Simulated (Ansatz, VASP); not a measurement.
# MgO: VASP beside Ansatz

```
CELL_PARAMETERS angstrom
0.00000 2.08329 2.08329
2.08329 0.00000 2.08329
2.08329 2.08329 0.00000
ATOMIC_POSITIONS crystal
Mg 0.00000 0.00000 0.00000
O 0.50000 0.50000 0.50000
```

Alike in both runs: task single point; functional PBE; k mesh 8 × 8 × 8; no spin polarisation.

```csv
,VASP,Ansatz
version,VASP 6.6.1,Ansatz 0.2.0
potentials or method,"VASP PAW PBE potentials, release 64 (Mg_sv, O)","plane waves, PAW"
plane-wave cutoff (eV),840,420
occupations,"gaussian, width 0.01 eV",fixed
valence electrons in the cell,16,16
```

|  | VASP | Ansatz | Ansatz less VASP |
| --- | --- | --- | --- |
| gap on the k mesh at the Fermi level (eV) | 5.06 | 5.07 | +0.004 |
| pressure (GPa) | 10.7 | 10.5 | -0.15 |
